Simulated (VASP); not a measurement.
Write the native input for VASP 6.6.1 that does the following.

```yaml
Task: single point
Functional: PBE
Potentials_or_basis: VASP PAW PBE potentials, release 64 (Ta_pv, P, Au)
Cutoff: 520 eV
k_mesh: 4 × 4 × 4
Occupations: gaussian, width 0.1 eV
Spin: no spin polarisation
Dipole_correction: no
Further_INCAR_settings: ALGO = Normal; EDIFF = 1e-06; NBANDS = 32
```

The structure of TaPAu3 lies in POSCAR:

```
TaPAu3
1.0
    4.6273479874      0.0000000000      0.0000000000
    0.0000000000      4.6273479874      0.0000000000
    0.0000000000      0.0000000000      4.6273479874
Ta P Au
1 1 3
Direct
    0.0000000000      0.0000000000      0.0000000000
    0.5000000000      0.5000000000      0.5000000000
    0.0000000000      0.5000000000      0.5000000000
    0.5000000000      0.0000000000      0.5000000000
    0.5000000000      0.5000000000      0.0000000000
```

One way to write it, as run:

INCAR

```
SYSTEM = TaPAu3
PREC = Accurate ; ENCUT = 520
EDIFF = 1E-6 ; ISMEAR = 0
SIGMA = 0.1 ; LREAL = .False.
LASPH = .True. ; NELM = 100
ALGO = Normal ; ISIF = 2
LWAVE = .False. ; LCHARG = .False.
GGA = PE ; NBANDS = 32
```

KPOINTS

```
Automatic mesh
0
Gamma
  4 4 4
  0 0 0
```

Potentials or basis: VASP PAW PBE potentials, release 64 (Ta_pv, P, Au).

Command:

```bash
$ cat potpaw_PBE.64/Ta_pv/POTCAR potpaw_PBE.64/P/POTCAR potpaw_PBE.64/Au/POTCAR > POTCAR
$ mpirun -np 1 vasp_std > vasp.out
```

It gave:

```json
{
 "Pressure": "-0.1 GPa",
 "Band gap on the k mesh": "zero (an odd number of electrons rules out a gap without spin polarisation)"
}
```

Caveat: spin-orbit coupling is left out, which moves the levels of the heavy elements.

Run time: 26 s on 1 thread of Intel(R) Xeon(R) Platinum 8488C (Sapphire Rapids), with other jobs on the host, peak memory 0.21 GiB.
